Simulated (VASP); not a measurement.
# NaI (Pm-3m) in VASP: notebook

Runs on NaI. Level: PBE. Tasks: single point, relaxation of cell and atoms.

Everything below comes from runs of VASP 6.6.1. Logs are shortened: lines on timing, memory, paths and dates and some standing lists are left out, and cuts for length are marked.

## 1. The cell of the first run

The structure is cubic, space group Pm-3m (No. 221). The conventional cell has a = 4.058 Å, b = 4.058 Å, c = 4.058 Å, α = 90.00°, β = 90.00°, γ = 90.00°. Within 4.6 Å of Na (site symmetry m-3m) lie 8 I at 3.51 Å and 6 Na at 4.06 Å. Within 4.6 Å of I (site symmetry m-3m) lie 8 Na at 3.51 Å and 6 I at 4.06 Å.

## 2. Single point, PBE

File INCAR:

```
SYSTEM = NaI
PREC = Accurate
ENCUT = 520
EDIFF = 1E-7
ISMEAR = 0
SIGMA = 0.02
LREAL = .False.
LASPH = .True.
NELM = 60
ALGO = Normal
ISIF = 2
LWAVE = .False.
LCHARG = .False.
GGA = PE
NBANDS = 38
```

File KPOINTS:

```
regular mesh
0
Gamma
  6 6 6
  0 0 0
```

File POSCAR:

```
NaI
1.0
   -4.0579393676      4.0579393676      4.0579393676
    4.0579393676     -4.0579393676      4.0579393676
    4.0579393676      4.0579393676     -4.0579393676
Na I
4 4
Direct
    0.0000000000      0.0000000000      0.0000000000
    0.5000000000      0.5000000000      0.0000000000
    0.5000000000      0.0000000000      0.5000000000
    0.0000000000      0.5000000000      0.5000000000
    0.5000000000      0.5000000000      0.5000000000
    0.0000000000      0.0000000000      0.5000000000
    0.0000000000      0.5000000000      0.0000000000
    0.5000000000      0.0000000000      0.0000000000
```

Potentials or basis: VASP PAW PBE potentials, release 64 (Na_pv, I).

On the command line:

```console
> cat potpaw_PBE.64/Na_pv/POTCAR potpaw_PBE.64/I/POTCAR > POTCAR
> mpirun -np 1 vasp_std > vasp.out
```

OUTCAR:

```text
SYSTEM = NaI
   PREC = Accurate
   ENCUT = 520
   EDIFF = 1E-7
   ISMEAR = 0
   LREAL = .False.
   LASPH = .True.
   NELM = 60
   ISIF = 2
   GGA = PE

 ion  position               nearest neighbor table
   1  0.000  0.000  0.000-
   2  0.500  0.500  0.000-
   3  0.500  0.000  0.500-
   4  0.000  0.500  0.500-
   5  0.500  0.500  0.500-
   6  0.000  0.000  0.500-
   7  0.000  0.500  0.000-
   8  0.500  0.000  0.000-

  LATTYP: Found a body centered cubic cell.
 ALAT       =     8.1158787352

  Lattice vectors:

 A1 = (  -4.0579393676,   4.0579393676,   4.0579393676)
 A2 = (   4.0579393676,  -4.0579393676,   4.0579393676)
 A3 = (   4.0579393676,   4.0579393676,  -4.0579393676)

Analysis of symmetry for initial positions (statically):
=====================================================================
 Subroutine PRICEL returns following result:

  LATTYP: Found a simple cubic cell.
 ALAT       =     4.0579393676

  Lattice vectors:

 A1 = (   0.0000000000,   4.0579393676,   0.0000000000)
 A2 = (   4.0579393676,   0.0000000000,   0.0000000000)
 A3 = (   0.0000000000,   0.0000000000,  -4.0579393676)

   4 primitive cells build up your supercell.

 Routine SETGRP: Setting up the symmetry group for a
 body centered cubic supercell.

 Subroutine GETGRP returns: Found 48 space group operations
 (whereof 48 operations were pure point group operations)
 out of a pool of 48 trial point group operations.

The static configuration has the point symmetry O_h .

Analysis of symmetry for dynamics (positions and initial velocities):
=====================================================================
 Subroutine PRICEL returns following result:

  LATTYP: Found a simple cubic cell.
 ALAT       =     4.0579393676

  Lattice vectors:

 A1 = (   0.0000000000,   4.0579393676,   0.0000000000)
 A2 = (   4.0579393676,   0.0000000000,   0.0000000000)
 A3 = (   0.0000000000,   0.0000000000,  -4.0579393676)

   4 primitive cells build up your supercell.

 Routine SETGRP: Setting up the symmetry group for a
 body centered cubic supercell.

 Subroutine GETGRP returns: Found 48 space group operations
 (whereof 48 operations were pure point group operations)
 out of a pool of 48 trial point group operations.

The dynamic configuration has the point symmetry O_h .

 Subroutine INISYM returns: Found 48 space group operations
 (whereof 48 operations are pure point group operations),
 and found     4 'primitive' translations

----------------------------------------------------------------------------------------

                                     Primitive cell

  volume of cell :      66.8216

  direct lattice vectors                    reciprocal lattice vectors
     0.000000000  4.057939368  0.000000000     0.000000000  0.246430493  0.000000000
     4.057939368  0.000000000  0.000000000     0.246430493  0.000000000  0.000000000
     0.000000000  0.000000000 -4.057939368     0.000000000  0.000000000 -0.246430493

  length of vectors
     4.057939368  4.057939368  4.057939368     0.246430493  0.246430493  0.246430493

  position of ions in fractional coordinates (direct lattice)
     0.000000000  0.000000000  0.000000000
     0.500000000  0.500000000  0.500000000

  ion indices of the primitive-cell ions
   primitive index   ion index
                 1           1
                 2           8

----------------------------------------------------------------------------------------

 KPOINTS: regular mesh

Automatic generation of k-mesh.
 Grid dimensions read from file:
 generate k-points for:    6    6    6

 Generating k-lattice:

  Cartesian coordinates                     Fractional coordinates (reciprocal lattice)
     0.000000000  0.020535874  0.020535874     0.166666667  0.000000000  0.000000000
     0.020535874  0.000000000  0.020535874     0.000000000  0.166666667  0.000000000
     0.020535874  0.020535874  0.000000000     0.000000000  0.000000000  0.166666667

  Length of vectors
     0.029042112  0.029042112  0.029042112

  Shift w.r.t. Gamma in fractional coordinates (k-lattice)
     0.000000000  0.000000000  0.000000000

 Subroutine IBZKPT returns following result:
 ===========================================

 Found     16 irreducible k-points:

 Following reciprocal coordinates:
            Coordinates               Weight
  0.000000  0.000000  0.000000      1.000000
  0.166667  0.000000  0.000000     12.000000
  0.333333  0.000000  0.000000     12.000000
  0.500000  0.000000  0.000000      6.000000
  0.166667  0.166667  0.000000     24.000000
  0.333333  0.166667  0.000000     48.000000
[... 8 lines left out ...]
  0.500000  0.500000  0.333333     12.000000
  0.500000  0.500000  0.500000      1.000000
   k-points           NKPTS =     16   k-points in BZ     NKDIM =     16   number of bands    NBANDS=     38
   number of dos      NEDOS =    301   number of ions     NIONS =      8
   total plane-waves  NPLWV = 157464
   dimension x,y,z NGX =    54 NGY =   54 NGZ =   54
   dimension x,y,z NGXF=   108 NGYF=  108 NGZF=  108
   ions per type =               4   4
   NGX,Y,Z   is equivalent  to a cutoff of  12.77, 12.77, 12.77 a.u.
   NGXF,Y,Z  is equivalent  to a cutoff of  25.55, 25.55, 25.55 a.u.
 SYSTEM =  NaI
   PREC   = accura    normal or accurate (medium, high low for compatibility)
   ISTART =      0    job   : 0-new  1-cont  2-samecut
   ICHARG =      2    charge: 1-file 2-atom 10-const
   ISPIN  =      1    spin polarized calculation?
   LNONCOLLINEAR =      F non collinear calculations
   LSORBIT =      F    spin-orbit coupling
   LASPH  =      T    aspherical Exc in radial PAW
   ENCUT  =  520.0 eV  38.22 Ry    6.18 a.u.  13.07 13.07 13.07*2*pi/ulx,y,z
   NELM   =     60;   NELMIN=  2; NELMDL= -5     # of ELM steps
   EDIFF  = 0.1E-06   stopping-criterion for ELM
   LREAL  =      F    real-space projection
   EDIFFG = 0.1E-05   stopping-criterion for IOM
   NSW    =      0    number of steps for IOM
   IBRION =     -1    ionic relax: 0-MD 1-quasi-New 2-CG
   NFREE  =      0    steps in history (QN), initial steepest desc. (CG)
   ISIF   =      2    stress and relaxation
   ISYM   =      2    0-nonsym 1-usesym 2-fastsym
   POTIM  = 0.5000    time-step for ionic-motion
   TEBEG  =    0.0;   TEEND  =   0.0 temperature during run
   PSTRESS=    0.0 pullay stress
   NELECT =      56.0000    total number of electrons
   NUPDOWN=      -1.0000    fix difference up-down
   EMIN   =  10.00;   EMAX   =-10.00  energy-range for DOS
   EFERMI =   0.00;   METHOD = LEGACY
   ISMEAR =     0;   SIGMA  =   0.02  broadening in eV -4-tet -1-fermi 0-gaus
   EFERMI_NEDOS =   21; number of points for ismear=-14 and -15
   IALGO  =     38    algorithm
   IMIX   =      4    mixing-type and parameters
     AMIX     =   0.40;   BMIX     =  1.00
     AMIX_MAG =   1.60;   BMIX_MAG =  1.00
  volume/ion in A,a.u.               =      33.41       225.47
  Fermi-wavevector in a.u.,A,eV,Ry     =   0.972326  1.837430 12.863194  0.945418
  Thomas-Fermi vector in A             =   2.102616
   LORBIT       =      0    0 simple, 1 ext, 2 COOP (PROOUT), +10 PAW based schemes
   GGA     = PE    functional components
   LHFCALC =     F    Hartree Fock is set to
   AEXX    =    0.0000 exact exchange contribution
   IVDW    =     0    specifies the selected vdW correction
   LEPSILON=     F    determine dielectric tensor
   LRPA    =     F    only Hartree local field effects (RPA)
 non-spin polarized calculation
 Gauss-broadening in eV      SIGMA  =   0.02
  energy-cutoff  :      520.00
  volume of cell :      267.29
 maximum number of plane-waves:      7256
 NGX is ok and might be reduce to    54
   NGX = 27   NGY = 27   NGZ = 27

 number of electron      56.0000025 magnetization

 Free energy of the ion-electron system (eV)
  ---------------------------------------------------
  ext. energy  EPLUGINS =         0.00000000
  ---------------------------------------------------
  free energy    TOTEN  =       -20.30131968 eV

  energy without entropy =      -20.30131968  energy(sigma->0) =      -20.30131968

 E-fermi :   1.9676     XC(G=0):  -7.8192

 val. band max:        1.8412215934   @ k =   0.0000   0.0000   0.0000
 cond. band min:       4.1207030012   @ k =   0.0000   0.0000   0.0000
 fundamental gap:      2.2794814078
 Fermi energy:         1.9675554906

 k-point     1 :       0.0000    0.0000    0.0000
  band No.  band energies     occupation
      1     -21.8676      2.00000
      2     -21.8676      2.00000
      3     -21.8676      2.00000
      4     -21.8676      2.00000
      5     -21.8676      2.00000
      6     -21.8676      2.00000
[... 30 lines left out ...]
     37       8.8347      0.00000
     38      10.0585      0.00000

 k-point     2 :       0.1667    0.0000    0.0000
  band No.  band energies     occupation
      1     -21.8676      2.00000
      2     -21.8676      2.00000
      3     -21.8673      2.00000
      4     -21.8672      2.00000
      5     -21.8671      2.00000
      6     -21.8671      2.00000
[... 30 lines left out ...]
     37       8.7683      0.00000
     38       9.0997      0.00000

 k-point     3 :       0.3333    0.0000    0.0000
  band No.  band energies     occupation
      1     -21.8677      2.00000
      2     -21.8677      2.00000
      3     -21.8662      2.00000
      4     -21.8660      2.00000
      5     -21.8656      2.00000
      6     -21.8656      2.00000
[... 30 lines left out ...]
     37       8.3297      0.00000
[... 453 lines left out ...]
 k-point    15 :       0.5000    0.5000    0.3333
  band No.  band energies     occupation
      1     -21.8687      2.00000
      2     -21.8682      2.00000
      3     -21.8682      2.00000
      4     -21.8668      2.00000
      5     -21.8663      2.00000
      6     -21.8663      2.00000
[... 30 lines left out ...]
     37       7.9416      0.00000
     38       8.8559      0.00000

 k-point    16 :       0.5000    0.5000    0.5000
  band No.  band energies     occupation
      1     -21.8688      2.00000
      2     -21.8688      2.00000
      3     -21.8688      2.00000
      4     -21.8667      2.00000
      5     -21.8667      2.00000
      6     -21.8667      2.00000
[... 30 lines left out ...]
     37       8.0769      0.00000
     38       8.3598      0.00000

------------------------ aborting loop because EDIFF is reached ----------------------------------------

  FORCE on cell =-STRESS in cart. coord.  units (eV):
  Direction    XX          YY          ZZ          XY          YZ          ZX
  --------------------------------------------------------------------------------------
  -------------------------------------------------------------------------------------
  Total        0.0962315      0.0962315      0.0962315      0.0000000     -0.0000000      0.0000000
  in kB        0.5768347      0.5768347      0.5768347      0.0000000     -0.0000000      0.0000000
  external PRESSURE =       0.5768347 kB  Pullay stress =       0.0000000 kB

 VOLUME and BASIS-vectors are now :
 -----------------------------------------------------------------------------
  energy-cutoff  :      520.00
  volume of cell :      267.29
      direct lattice vectors                 reciprocal lattice vectors
    -4.057939368  4.057939368  4.057939368     0.000000000  0.123215247  0.123215247
     4.057939368 -4.057939368  4.057939368     0.123215247  0.000000000  0.123215247
     4.057939368  4.057939368 -4.057939368     0.123215247  0.123215247  0.000000000

 POSITION                                       TOTAL-FORCE (eV/Angst)
 -----------------------------------------------------------------------------------
      0.00000      0.00000      0.00000         0.000000      0.000000     -0.000000
      0.00000      0.00000      4.05794        -0.000000     -0.000000      0.000000
      0.00000      4.05794      0.00000        -0.000000      0.000000      0.000000
      4.05794      0.00000      0.00000        -0.000000      0.000000     -0.000000
      2.02897      2.02897      2.02897        -0.000000     -0.000000     -0.000000
      2.02897      2.02897     -2.02897        -0.000000     -0.000000      0.000000
      2.02897     -2.02897      2.02897         0.000000     -0.000000      0.000000
     -2.02897      2.02897      2.02897         0.000000     -0.000000      0.000000
 -----------------------------------------------------------------------------------
    total drift:                                0.000000      0.000000     -0.000000

  FREE ENERGIE OF THE ION-ELECTRON SYSTEM (eV)
  ---------------------------------------------------
  free  energy   TOTEN  =       -20.3013196783 eV

  energy  without entropy=      -20.3013196783  energy(sigma->0) =      -20.30131968
```

It took 5.6 min on 1 thread of Oxide Virtual Turin-like, shared host; peak memory 0.41 GiB.

Results:

```
Free energy            : -20.3013 eV
Pressure               : 0.1 GPa
Band gap on the k mesh : 2.28 eV
```

Levels at points of the mesh, in eV from the valence-band top:
```tsv
k point	band 26	band 27	band 28	band 29	band 30	band 31
(0.00, 0.00, 0.00)	0.00	0.00	0.00	2.28	2.81	2.81
(0.50, 0.00, 0.00)	-1.32	-0.33	-0.33	4.24	4.24	4.39
(0.50, 0.50, 0.50)	-0.32	-0.32	-0.32	4.21	4.21	4.21
```

Caveat: spin-orbit coupling is left out, which moves the levels of the heavy elements.

## 3. Relaxation of cell and atoms, PBE

File INCAR:

```
SYSTEM = NaI
PREC = Accurate
ENCUT = 600
EDIFF = 1E-6
ISMEAR = 0
SIGMA = 0.02
LREAL = .FALSE.
LASPH = .TRUE.
NELM = 80
ALGO = Normal
ISIF = 3
LWAVE = .FALSE.
LCHARG = .FALSE.
GGA = PE
IBRION = 2
NSW = 80
EDIFFG = -0.015
```

File KPOINTS:

```
Automatic mesh
0
G
  6 6 6
  0 0 0
```

POSCAR is that of step 2.

Potentials or basis: VASP PAW PBE potentials, release 64 (Na_pv, I).

On the command line:

```console
> cat potpaw_PBE.64/Na_pv/POTCAR potpaw_PBE.64/I/POTCAR > POTCAR
> mpirun -np 1 vasp_std > vasp.out
```

OUTCAR:

```text
SYSTEM = NaI
   PREC = Accurate
   ENCUT = 600
   EDIFF = 1E-6
   ISMEAR = 0
   LREAL = .FALSE.
   LASPH = .TRUE.
   NELM = 80
   ISIF = 3
   GGA = PE
   IBRION = 2
   NSW = 80
   EDIFFG = -0.015

 ion  position               nearest neighbor table
   1  0.000  0.000  0.000-
   2  0.500  0.500  0.000-
   3  0.500  0.000  0.500-
   4  0.000  0.500  0.500-
   5  0.500  0.500  0.500-
   6  0.000  0.000  0.500-
   7  0.000  0.500  0.000-
   8  0.500  0.000  0.000-

  LATTYP: Found a body centered cubic cell.
 ALAT       =     8.1158787352

  Lattice vectors:

 A1 = (  -4.0579393676,   4.0579393676,   4.0579393676)
 A2 = (   4.0579393676,  -4.0579393676,   4.0579393676)
 A3 = (   4.0579393676,   4.0579393676,  -4.0579393676)

Analysis of symmetry for initial positions (statically):
=====================================================================
 Subroutine PRICEL returns following result:

[... 185 lines left out ...]
 cond. band min:       4.1206977157   @ k =   0.0000   0.0000   0.0000
 fundamental gap:      2.2794971079
 Fermi energy:         1.9622780502

 k-point     1 :       0.0000    0.0000    0.0000
  band No.  band energies     occupation
      1     -21.8677      2.00000
      2     -21.8677      2.00000
      3     -21.8677      2.00000
      4     -21.8677      2.00000
      5     -21.8677      2.00000
      6     -21.8677      2.00000
[... 565 lines left out ...]
     32       6.4644      0.00000
     33       6.4644      0.00000

------------------------ aborting loop because EDIFF is reached ----------------------------------------

  FORCE on cell =-STRESS in cart. coord.  units (eV):
  Direction    XX          YY          ZZ          XY          YZ          ZX
  --------------------------------------------------------------------------------------
  -------------------------------------------------------------------------------------
  Total        0.0969530      0.0969530      0.0969530      0.0000000      0.0000000      0.0000000
  in kB        0.5811596      0.5811596      0.5811596      0.0000000      0.0000000      0.0000000
  external PRESSURE =       0.5811596 kB  Pullay stress =       0.0000000 kB

 VOLUME and BASIS-vectors are now :
 -----------------------------------------------------------------------------
  energy-cutoff  :      600.00
  volume of cell :      267.29
      direct lattice vectors                 reciprocal lattice vectors
    -4.057939368  4.057939368  4.057939368     0.000000000  0.123215247  0.123215247
     4.057939368 -4.057939368  4.057939368     0.123215247  0.000000000  0.123215247
     4.057939368  4.057939368 -4.057939368     0.123215247  0.123215247  0.000000000

 POSITION                                       TOTAL-FORCE (eV/Angst)
 -----------------------------------------------------------------------------------
      0.00000      0.00000      0.00000        -0.000000      0.000000     -0.000000
      0.00000      0.00000      4.05794         0.000000      0.000000     -0.000000
      0.00000      4.05794      0.00000         0.000000     -0.000000      0.000000
      4.05794      0.00000      0.00000        -0.000000      0.000000     -0.000000
      2.02897      2.02897      2.02897        -0.000000     -0.000000      0.000000
      2.02897      2.02897     -2.02897         0.000000      0.000000      0.000000
      2.02897     -2.02897      2.02897         0.000000     -0.000000     -0.000000
     -2.02897      2.02897      2.02897        -0.000000     -0.000000      0.000000
 -----------------------------------------------------------------------------------
    total drift:                                0.000000      0.000000     -0.000000

  FREE ENERGIE OF THE ION-ELECTRON SYSTEM (eV)
  ---------------------------------------------------
  free  energy   TOTEN  =       -20.3012630747 eV

  energy  without entropy=      -20.3012630747  energy(sigma->0) =      -20.30126307

 reached required accuracy - stopping structural energy minimisation
```

OSZICAR:

```text
N       E                     dE             d eps       ncg     rms          rms(c)
DAV:   1     0.529921914866E+03    0.52992E+03   -0.27339E+04  1120   0.174E+03
DAV:   2     0.462472335279E+02   -0.48367E+03   -0.47593E+03  1194   0.401E+02
DAV:   3    -0.174329134413E+02   -0.63680E+02   -0.61385E+02  1236   0.145E+02
DAV:   4    -0.207148478148E+02   -0.32819E+01   -0.32778E+01  1183   0.296E+01
DAV:   5    -0.208258183685E+02   -0.11097E+00   -0.11096E+00  1486   0.650E+00    0.393E+00
DAV:   6    -0.204123613954E+02    0.41346E+00   -0.51850E-01  1187   0.313E+00    0.262E+00
DAV:   7    -0.203002222330E+02    0.11214E+00   -0.53168E-01  1176   0.288E+00    0.119E+00
DAV:   8    -0.203015398381E+02   -0.13176E-02   -0.31532E-02  1114   0.111E+00    0.276E-01
DAV:   9    -0.203011529794E+02    0.38686E-03   -0.11701E-03  1247   0.256E-01    0.109E-01
DAV:  10    -0.203012565281E+02   -0.10355E-03   -0.42567E-04  1125   0.137E-01    0.221E-02
DAV:  11    -0.203012616890E+02   -0.51608E-05   -0.11353E-05  1222   0.228E-02    0.606E-03
DAV:  12    -0.203012629235E+02   -0.12345E-05   -0.21167E-06   784   0.145E-02    0.235E-03
DAV:  13    -0.203012630747E+02   -0.15123E-06   -0.18891E-07   632   0.483E-03
   1 F= -.20301263E+02 E0= -.20301263E+02  d E =-.203013E+02
```

Wall time 3.8 min (1 thread of Oxide Virtual Turin-like, shared host); peak memory 0.45 GiB.

What came out:

```
Free energy             : -20.3013 eV
Pressure after relaxing : 0.1 GPa
Band gap on the k mesh  : 2.28 eV
```

Final structure:
```
Na I
1.0
    -4.05794    4.05794    4.05794
     4.05794   -4.05794    4.05794
     4.05794    4.05794   -4.05794
Na I
4 4
Cartesian
  0.0000 0.0000 0.0000
  0.0000 0.0000 4.0579
  0.0000 4.0579 0.0000
  4.0579 0.0000 0.0000
  2.0290 2.0290 2.0290
  2.0290 2.0290 -2.0290
  2.0290 -2.0290 2.0290
  -2.0290 2.0290 2.0290
```

Levels at points of the mesh, in eV from the valence-band top:
| k point | band 24 | band 25 | band 26 | band 27 | band 28 | band 29 | band 30 | band 31 | band 32 | band 33 |
| --- | --- | --- | --- | --- | --- | --- | --- | --- | --- | --- |
| (0.00, 0.00, 0.00) | -0.63 | -0.63 | 0.00 | 0.00 | 0.00 | 2.28 | 2.81 | 2.81 | 2.81 | 5.62 |
| (0.50, 0.00, 0.00) | -1.49 | -1.32 | -1.32 | -0.33 | -0.33 | 4.24 | 4.24 | 4.39 | 4.39 | 5.22 |
| (0.50, 0.50, 0.50) | -0.32 | -0.32 | -0.32 | -0.32 | -0.32 | 4.21 | 4.21 | 4.21 | 4.62 | 4.62 |

Caveat: the relaxation stopped at its first step, so nothing moved; spin-orbit coupling is left out, which moves the levels of the heavy elements. A k mesh can miss the band edges.
